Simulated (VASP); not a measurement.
Runs of VASP 6.6.1 on Cu. The structure is that of space group I4/mmm (No. 139), or close to it. The cells are those of the table. 

| cell | further INCAR settings | gap on the mesh (eV) | pressure (GPa) |
| --- | --- | --- | --- |
| a = 2.546 Å, angles 107.0, 107.0, 114.6°, 1 atom | ALGO = Fast; EDIFF = 1e-07; NBANDS = 12 | none | -17.8 |
| a = 2.589 Å, angles 106.4, 106.4, 115.8°, 1 atom | ALGO = Fast; EDIFF = 1e-06; NBANDS = 12 | none | -20.6 |
| a = 2.611 Å, angles 106.1, 106.1, 116.4°, 1 atom | ALGO = Fast; EDIFF = 1e-06; NBANDS = 12 | none | (a) |
| a = 2.633 Å, angles 105.9, 105.9, 117.0°, 1 atom | ALGO = Fast; EDIFF = 1e-07; NBANDS = 12 | none | -23.3 |

Alike in all rows: task single point; level LDA; potentials or basis VASP PAW LDA potentials, release 64 (Cu); no spin polarisation; k mesh 24 × 24 × 24; cutoff (eV) 520; smearing gaussian 0.15 eV.

Q: Fill in the values left out.

A: (a) -21.9.

Caveats: the cell stands under tension.

A gap of «none» marks levels without a gap at the run's occupations.
